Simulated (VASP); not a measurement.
Here is a VASP 6.6.1 calculation.

File INCAR:

```
SYSTEM = HfC
ALGO     = Normal         ! electronic algorithm
EDIFF    = 1E-6           ! SCF threshold, eV
ENCUT    = 520            ! plane-wave cutoff, eV
ISIF     = 2              ! what is computed and relaxed
ISMEAR   = -1             ! smearing method
LASPH    = .True.         ! aspherical terms in the spheres
LCHARG   = .False.        ! write CHGCAR
LREAL    = .False.        ! projectors in reciprocal space
LWAVE    = .False.        ! write WAVECAR
NBANDS   = 14             ! bands
NELM     = 100            ! most SCF steps
PREC     = Accurate       ! precision mode
SIGMA    = 0.05           ! smearing width, eV
```

Contents of KPOINTS:

```
k-points
0
Gamma
  12 12 12
  0 0 0
```

The input POSCAR:

```
HfC
1.0
    0.0232500000      2.3366250000      2.3366250000
    2.3366250000      0.0232500000      2.3366250000
    2.3366250000      2.3366250000      0.0232500000
Hf C
1 1
Direct
    0.5000000000      0.5000000000      0.5000000000
    0.0000000000      0.0000000000      0.0000000000
```

Potentials or basis: VASP PAW LDA potentials, release 64 (Hf_pv, C).

Command:

```console
$ cat potpaw_LDA.64/Hf_pv/POTCAR potpaw_LDA.64/C/POTCAR > POTCAR
$ mpirun -np 1 vasp_std > vasp.out
```

Task: What does it give for the band gap on the k mesh?

Result: Zero (band 7 reaches 6.91 eV, above the bottom of band 8 at 5.49 eV).

Task: Predict the pressure.

Result: -11.6 GPa.

Stress tensor (GPa, compression positive):
```
-11.56  -1.75  -1.75
 -1.75 -11.56  -1.75
 -1.75  -1.75 -11.56
```

Caveat: the cell differs from its parent crystal (equal xy, yz and zx shear strains of +1 %); spin-orbit coupling is left out, which moves the levels of the heavy elements.
